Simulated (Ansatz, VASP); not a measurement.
**Ge in VASP and in Ansatz**

File INCAR:

```
SYSTEM = Ge
PREC     = Accurate       ! precision mode
ENCUT    = 520            ! plane-wave cutoff, eV
EDIFF    = 1E-6           ! SCF threshold, eV
ISMEAR   = -1             ! smearing method
SIGMA    = 0.05           ! smearing width, eV
LREAL    = .False.        ! projectors in reciprocal space
LASPH    = .True.         ! aspherical terms in the spheres
NELM     = 100            ! most SCF steps
ALGO     = Normal         ! electronic algorithm
ISIF     = 2              ! what is computed and relaxed
LWAVE    = .False.        ! write WAVECAR
LCHARG   = .True.         ! write CHGCAR
GGA      = PE             ! functional
LELF     = .True.         ! ELF
LVHAR    = .True.       
NBANDS   = 21             ! bands
```

KPOINTS

```
Automatic mesh
0
Gamma
  5 5 5
  0 0 0
```

POSCAR

```
Ge
1.0
    0.0000000000      2.8859759802      2.8859759802
    2.8859759802      0.0000000000      2.8859759802
    2.8859759802      2.8859759802      0.0000000000
Ge
2
Direct
    0.5000000000      0.5000000000      0.5000000000
    0.7500000000      0.7500000000      0.7500000000
```

Input for Ansatz:

```yaml
crystal:
  lattice:
    - [0.0, 2.8859759802, 2.8859759802]
    - [2.8859759802, 0.0, 2.8859759802]
    - [2.8859759802, 2.8859759802, 0.0]
  atoms:
    - { symbol: Ge, position: [0.5, 0.5, 0.5] }
    - { symbol: Ge, position: [0.75, 0.75, 0.75] }
hamiltonian:
  xc: pbe
  pseudopotentials:
    kind: paw
    azcp:
      Ge: "pseudopotentials/Ge.paw.azcp"
basis:
  ecutwfc: 420
  fft_grid_basis: typed
kpoints:
  mp_grid: { grid: [5, 5, 5], shift: [0, 0, 0] }
magnetization:
  spin_polarized: false
scf:
  occupations: { method: fermi_dirac, width: 0.05 }
  lower_state_search: "off"
output:
  stress: true
```

Alike in both runs: task single point; functional PBE; k mesh 5 × 5 × 5; occupations fermi-dirac, width 0.05 eV; no spin polarisation.

|  | VASP | Ansatz |
| --- | --- | --- |
| version | VASP 6.6.1 | Ansatz 0.2.0 |
| potentials or method | VASP PAW PBE potentials, release 64 (Ge_d), cutoff 520 eV | plane waves (420 eV) with PAW, scalar-relativistic |
| valence electrons in the cell | 28 | 28 |

|  | VASP | Ansatz | Ansatz less VASP |
| --- | --- | --- | --- |
| pressure (GPa) | -0.1 | 0.0 | +0.09 |

The functional is the same, so the differences come from potentials, cutoffs and numerics.

The k mesh is coarse, so the values compare programs but aren't converged.
